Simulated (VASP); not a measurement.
# Ta3N (P-62m) in VASP: further runs, part 2 of 3

VASP 6.6.1. The steps go on from the part before.

### 3 Single point, PBE

This run uses another cell than the first one, of 18.63 Å³/atom.

INCAR

```
SYSTEM = Ta3N
  ALGO = Normal
  EDIFF = 1E-6
  ENCUT = 520
  GGA = PE
  ISIF = 2
  ISMEAR = 0
  LASPH = .True.
  LCHARG = .True.
  LELF = .True.
  LREAL = .False.
  LVHAR = .True.
  LWAVE = .False.
  NBANDS = 27
  NELM = 60
  PREC = Accurate
  SIGMA = 0.1
```

KPOINTS

```
k-points
0
Gamma
  6 6 4
  0 0 0
```

POSCAR

```
Ta3N
1.0
    4.3954805500      0.0000000000      0.0000000000
   -2.1977402800      3.8065978200      0.0000000000
    0.0000000000      0.0000000000      4.4540668900
Ta N
3 1
Direct
    0.6309387800      0.0000000000      0.5000000000
    0.0000000000      0.6309387800      0.5000000000
    0.3690612200      0.3690612200      0.5000000000
    0.0000000000      0.0000000000      0.5000000000
```

Potentials or basis: VASP PAW PBE potentials, release 64 (Ta_pv, N).

Run with:

```sh
$ cat potpaw_PBE.64/Ta_pv/POTCAR potpaw_PBE.64/N/POTCAR > POTCAR
$ mpirun -np 1 vasp_std > vasp.out
```

OUTCAR:

```text
SYSTEM = Ta3N
   EDIFF = 1E-6
   ENCUT = 520
   GGA = PE
   ISIF = 2
   ISMEAR = 0
   LASPH = .True.
   LREAL = .False.
   NELM = 60
   PREC = Accurate

 ion  position               nearest neighbor table
   1  0.631  0.000  0.500-   4 1.62   2 2.41   2 2.41   3 2.41   3 2.41   3 2.81   2 2.81
   2  0.000  0.631  0.500-   4 1.62   1 2.41   3 2.41   1 2.41   3 2.41   3 2.81   1 2.81
   3  0.369  0.369  0.500-   4 1.62   2 2.41   2 2.41   1 2.41   1 2.41   1 2.81   2 2.81
   4  0.000  0.000  0.500-   3 1.62   1 1.62   2 1.62

  LATTYP: Found a hexagonal cell.
 ALAT       =     4.3954805500
 C/A-ratio  =     1.0133287679

  Lattice vectors:

 A1 = (   4.3954805500,   0.0000000000,   0.0000000000)
 A2 = (  -2.1977402800,   3.8065978200,   0.0000000000)
 A3 = (   0.0000000000,   0.0000000000,   4.4540668900)

Analysis of symmetry for initial positions (statically):
=====================================================================
 Subroutine PRICEL returns:
 Original cell was already a primitive cell.

 Routine SETGRP: Setting up the symmetry group for a
 hexagonal supercell.

 Subroutine GETGRP returns: Found 12 space group operations
 (whereof 12 operations were pure point group operations)
 out of a pool of 24 trial point group operations.

The static configuration has the point symmetry D_3h.

Analysis of symmetry for dynamics (positions and initial velocities):
=====================================================================
 Subroutine PRICEL returns:
 Original cell was already a primitive cell.

 Routine SETGRP: Setting up the symmetry group for a
 hexagonal supercell.

 Subroutine GETGRP returns: Found 12 space group operations
 (whereof 12 operations were pure point group operations)
 out of a pool of 24 trial point group operations.

The dynamic configuration has the point symmetry D_3h.

 Subroutine INISYM returns: Found 12 space group operations
 (whereof 12 operations are pure point group operations),
 and found     1 'primitive' translations

----------------------------------------------------------------------------------------

                                     Primitive cell

  volume of cell :      74.5247

  direct lattice vectors                    reciprocal lattice vectors
     4.395480550  0.000000000  0.000000000     0.227506410  0.131350887  0.000000000
    -2.197740280  3.806597820  0.000000000     0.000000000  0.262701774  0.000000000
     0.000000000  0.000000000  4.454066890     0.000000000  0.000000000  0.224513916

  length of vectors
     4.395480550  4.395480554  4.454066890     0.262701774  0.262701774  0.224513916

  position of ions in fractional coordinates (direct lattice)
     0.630938780  0.000000000  0.500000000
     0.000000000  0.630938780  0.500000000
     0.369061220  0.369061220  0.500000000
     0.000000000  0.000000000  0.500000000

  ion indices of the primitive-cell ions
   primitive index   ion index
                 1           1
                 2           2
                 3           3
                 4           4

----------------------------------------------------------------------------------------

 KPOINTS: k-points

Automatic generation of k-mesh.
 Grid dimensions read from file:
 generate k-points for:    6    6    4

 Generating k-lattice:

  Cartesian coordinates                     Fractional coordinates (reciprocal lattice)
     0.037917735  0.021891815  0.000000000     0.166666667  0.000000000  0.000000000
     0.000000000  0.043783629  0.000000000     0.000000000  0.166666667  0.000000000
     0.000000000  0.000000000  0.056128479     0.000000000  0.000000000  0.250000000

  Length of vectors
     0.043783629  0.043783629  0.056128479

  Shift w.r.t. Gamma in fractional coordinates (k-lattice)
     0.000000000  0.000000000  0.000000000

 Subroutine IBZKPT returns following result:
 ===========================================

 Found     21 irreducible k-points:

 Following reciprocal coordinates:
            Coordinates               Weight
  0.000000  0.000000  0.000000      1.000000
  0.166667 -0.000000  0.000000      6.000000
  0.333333 -0.000000  0.000000      6.000000
  0.500000 -0.000000  0.000000      3.000000
  0.166667  0.166667  0.000000      6.000000
  0.333333  0.166667  0.000000     12.000000
[... 13 lines left out ...]
  0.333333  0.166667  0.500000     12.000000
  0.333333  0.333333  0.500000      2.000000
   k-points           NKPTS =     21   k-points in BZ     NKDIM =     21   number of bands    NBANDS=     27
   number of dos      NEDOS =    301   number of ions     NIONS =      4
   total plane-waves  NPLWV =  46656
   dimension x,y,z NGX =    36 NGY =   36 NGZ =   36
   dimension x,y,z NGXF=    72 NGYF=   72 NGZF=   72
   ions per type =               3   1
   NGX,Y,Z   is equivalent  to a cutoff of  13.62, 13.62, 13.44 a.u.
   NGXF,Y,Z  is equivalent  to a cutoff of  27.23, 27.23, 26.87 a.u.
 SYSTEM =  Ta3N
   PREC   = accura    normal or accurate (medium, high low for compatibility)
   ISTART =      0    job   : 0-new  1-cont  2-samecut
   ICHARG =      2    charge: 1-file 2-atom 10-const
   ISPIN  =      1    spin polarized calculation?
   LNONCOLLINEAR =      F non collinear calculations
   LSORBIT =      F    spin-orbit coupling
   LASPH  =      T    aspherical Exc in radial PAW
   ENCUT  =  520.0 eV  38.22 Ry    6.18 a.u.   8.17  8.17  8.28*2*pi/ulx,y,z
   NELM   =     60;   NELMIN=  2; NELMDL= -5     # of ELM steps
   EDIFF  = 0.1E-05   stopping-criterion for ELM
   LREAL  =      F    real-space projection
   EDIFFG = 0.1E-04   stopping-criterion for IOM
   NSW    =      0    number of steps for IOM
   IBRION =     -1    ionic relax: 0-MD 1-quasi-New 2-CG
   NFREE  =      0    steps in history (QN), initial steepest desc. (CG)
   ISIF   =      2    stress and relaxation
   ISYM   =      2    0-nonsym 1-usesym 2-fastsym
   POTIM  = 0.5000    time-step for ionic-motion
   TEBEG  =    0.0;   TEEND  =   0.0 temperature during run
   PSTRESS=    0.0 pullay stress
   NELECT =      38.0000    total number of electrons
   NUPDOWN=      -1.0000    fix difference up-down
   EMIN   =  10.00;   EMAX   =-10.00  energy-range for DOS
   EFERMI =   0.00;   METHOD = LEGACY
   ISMEAR =     0;   SIGMA  =   0.10  broadening in eV -4-tet -1-fermi 0-gaus
   EFERMI_NEDOS =   21; number of points for ismear=-14 and -15
   IALGO  =     38    algorithm
   IMIX   =      4    mixing-type and parameters
     AMIX     =   0.40;   BMIX     =  1.00
     AMIX_MAG =   1.60;   BMIX_MAG =  1.00
  volume/ion in A,a.u.               =      18.63       125.73
  Fermi-wavevector in a.u.,A,eV,Ry     =   1.307884  2.471543 23.273601  1.710561
  Thomas-Fermi vector in A             =   2.438589
   LORBIT       =      0    0 simple, 1 ext, 2 COOP (PROOUT), +10 PAW based schemes
   GGA     = PE    functional components
   LHFCALC =     F    Hartree Fock is set to
   AEXX    =    0.0000 exact exchange contribution
   IVDW    =     0    specifies the selected vdW correction
   LEPSILON=     F    determine dielectric tensor
   LRPA    =     F    only Hartree local field effects (RPA)
 non-spin polarized calculation
 Gauss-broadening in eV      SIGMA  =   0.10
  energy-cutoff  :      520.00
  volume of cell :       74.52
 maximum number of plane-waves:      2039
 NGX is ok and might be reduce to    36
   NGX = 17   NGY = 17   NGZ = 17

 number of electron      38.0000000 magnetization

 Free energy of the ion-electron system (eV)
  ---------------------------------------------------
  ext. energy  EPLUGINS =         0.00000000
  ---------------------------------------------------
  free energy    TOTEN  =       -27.12257164 eV

  energy without entropy =      -27.11016352  energy(sigma->0) =      -27.11636758

 E-fermi :   3.9129     XC(G=0): -10.6504

 val. band max:        3.9059820630   @ k =   0.1667   0.1667   0.2500
 cond. band min:       3.9395605359   @ k =   0.3333   0.3333   0.2500
 fundamental gap:      0.0335784730
 Fermi energy:         3.9128650411

 k-point     1 :       0.0000    0.0000    0.0000
  band No.  band energies     occupation
      1     -31.8467      2.00000
      2     -31.7952      2.00000
      3     -31.7952      2.00000
      4     -31.7472      2.00000
      5     -30.3959      2.00000
      6     -29.6187      2.00000
[... 619 lines left out ...]
     26       8.3083      0.00000
     27       8.3083      0.00000

------------------------ aborting loop because EDIFF is reached ----------------------------------------

  FORCE on cell =-STRESS in cart. coord.  units (eV):
  Direction    XX          YY          ZZ          XY          YZ          ZX
  --------------------------------------------------------------------------------------
  -------------------------------------------------------------------------------------
  Total       78.3875398     78.3875399     -1.4052126     -0.0000001      0.0000000     -0.0000000
  in kB     1685.2235708   1685.2235725    -30.2101248     -0.0000022      0.0000000     -0.0000000
  external PRESSURE =    1113.4123395 kB  Pullay stress =       0.0000000 kB

 VOLUME and BASIS-vectors are now :
 -----------------------------------------------------------------------------
  energy-cutoff  :      520.00
  volume of cell :       74.52
      direct lattice vectors                 reciprocal lattice vectors
     4.395480550  0.000000000  0.000000000     0.227506410  0.131350887  0.000000000
    -2.197740280  3.806597820  0.000000000     0.000000000  0.262701774  0.000000000
     0.000000000  0.000000000  4.454066890     0.000000000  0.000000000  0.224513916

 POSITION                                       TOTAL-FORCE (eV/Angst)
 -----------------------------------------------------------------------------------
      2.77328      0.00000      2.22703       -12.088704      0.000000      0.000000
     -1.38664      2.40173      2.22703         6.044352    -10.469125      0.000000
      0.81110      1.40487      2.22703         6.044352     10.469125     -0.000000
      0.00000      0.00000      2.22703         0.000000     -0.000000      0.000000
 -----------------------------------------------------------------------------------
    total drift:                                0.000000      0.000000      0.000000

  FREE ENERGIE OF THE ION-ELECTRON SYSTEM (eV)
  ---------------------------------------------------
  free  energy   TOTEN  =       -27.1225716353 eV

  energy  without entropy=      -27.1101635200  energy(sigma->0) =      -27.11636758
```

OSZICAR:

```text
N       E                     dE             d eps       ncg     rms          rms(c)
DAV:   1     0.405199854158E+03    0.40520E+03   -0.22019E+04  1142   0.142E+03
DAV:   2    -0.133381191968E+02   -0.41854E+03   -0.40809E+03  1338   0.433E+02
DAV:   3    -0.335656146033E+02   -0.20227E+02   -0.19863E+02  1397   0.928E+01
DAV:   4    -0.339341485890E+02   -0.36853E+00   -0.36735E+00  1390   0.131E+01
DAV:   5    -0.339396651511E+02   -0.55166E-02   -0.55123E-02  1402   0.156E+00    0.554E+01
DAV:   6    -0.275498238185E+02    0.63898E+01   -0.22025E+01  1471   0.288E+01    0.270E+01
DAV:   7    -0.271561067110E+02    0.39372E+00   -0.27370E+00  1271   0.102E+01    0.116E+01
DAV:   8    -0.271401334511E+02    0.15973E-01   -0.26350E-01  1320   0.320E+00    0.112E+00
DAV:   9    -0.271247371676E+02    0.15396E-01   -0.13068E-01  1413   0.252E+00    0.399E-01
DAV:  10    -0.271227558769E+02    0.19813E-02   -0.22765E-02  1343   0.997E-01    0.127E-01
DAV:  11    -0.271226141679E+02    0.14171E-03   -0.13277E-03  1297   0.228E-01    0.820E-02
DAV:  12    -0.271225654712E+02    0.48697E-04   -0.38987E-04  1393   0.102E-01    0.293E-02
DAV:  13    -0.271225735377E+02   -0.80664E-05   -0.36995E-05  1321   0.397E-02    0.109E-02
DAV:  14    -0.271225731941E+02    0.34355E-06   -0.28302E-05  1276   0.286E-02    0.105E-02
DAV:  15    -0.271225717724E+02    0.14218E-05   -0.33675E-06  1008   0.116E-02    0.370E-03
DAV:  16    -0.271225716353E+02    0.13706E-06   -0.15749E-06   953   0.647E-03
   1 F= -.27122572E+02 E0= -.27116368E+02  d E =-.124081E-01
```

stdout:

```text
POSCAR found type information on POSCAR TaN
 POSCAR found :  2 types and       4 ions
 scaLAPACK will be used
 LDA part: xc-table for (Slater+PW92), standard interpolation
 POSCAR, INCAR and KPOINTS ok, starting setup
 FFT: planning ... GRIDC
 FFT: planning ... GRID_SOFT
 FFT: planning ... GRID
 WAVECAR not read
 entering main loop
```

Run time: 76 s. Hardware: 1 thread of Intel Xeon 8259CL, shared host; peak memory 0.22 GiB.

Results:

```
Free energy            : -27.1226 eV
Pressure               : 111.3 GPa
Largest force          : 12.089 eV/Å
Band gap on the k mesh : zero (bands 19 and 20 overlap by 1.98 eV)
```

Forces on the atoms (eV/Å):
```
Ta  -12.089   0.000   0.000
Ta    6.044 -10.469   0.000
Ta    6.044  10.469   0.000
N     0.000   0.000   0.000
```

Caveat: the cell stands under pressure; spin-orbit coupling is left out, which moves the levels of the heavy elements; forces of over 1 eV/Å act on the atoms, so gaps and moduli don't describe the material at rest.

(Continued in part 3 of 3.)
